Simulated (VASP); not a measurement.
Here is a VASP 6.6.1 calculation.

The input INCAR:

```
SYSTEM = Al2Zn
PREC = Accurate ; ENCUT = 520
EDIFF = 1E-7 ; ISMEAR = 0
SIGMA = 0.15 ; LREAL = .False.
LASPH = .True. ; NELM = 80
ALGO = Fast ; ISIF = 2
LWAVE = .False. ; LCHARG = .False.
GGA = PS ; NBANDS = 16
```

Contents of KPOINTS:

```
regular mesh
0
Gamma
  18 18 6
  0 0 0
```

Contents of POSCAR:

```
Al2Zn
1.0
    2.7353070353      0.0000000000      0.0000000000
   -1.3676535177      2.3688453797      0.0000000000
    0.0000000000      0.0000000000      7.2187487970
Al Zn
2 1
Direct
    0.3333333333      0.6666666667      0.3170377811
    0.6666666667      0.3333333333      0.6829622189
    0.0000000000      0.0000000000      0.0000000000
```

Potentials or basis: VASP PAW PBE potentials, release 64 (Al, Zn).

Launch:

```sh
$ cat potpaw_PBE.64/Al/POTCAR potpaw_PBE.64/Zn/POTCAR > POTCAR
$ mpirun -np 1 vasp_std > vasp.out
```

What does it give for the largest force?

0.474 eV/Å.

Estimate the pressure.

1.4 GPa.

Stress tensor (GPa, compression positive):
```
 3.32  0.00  0.00
 0.00  3.32  0.00
 0.00  0.00 -2.30
```

Caveat: the PAW data sets were made with another functional, which shifts forces and pressure a little.
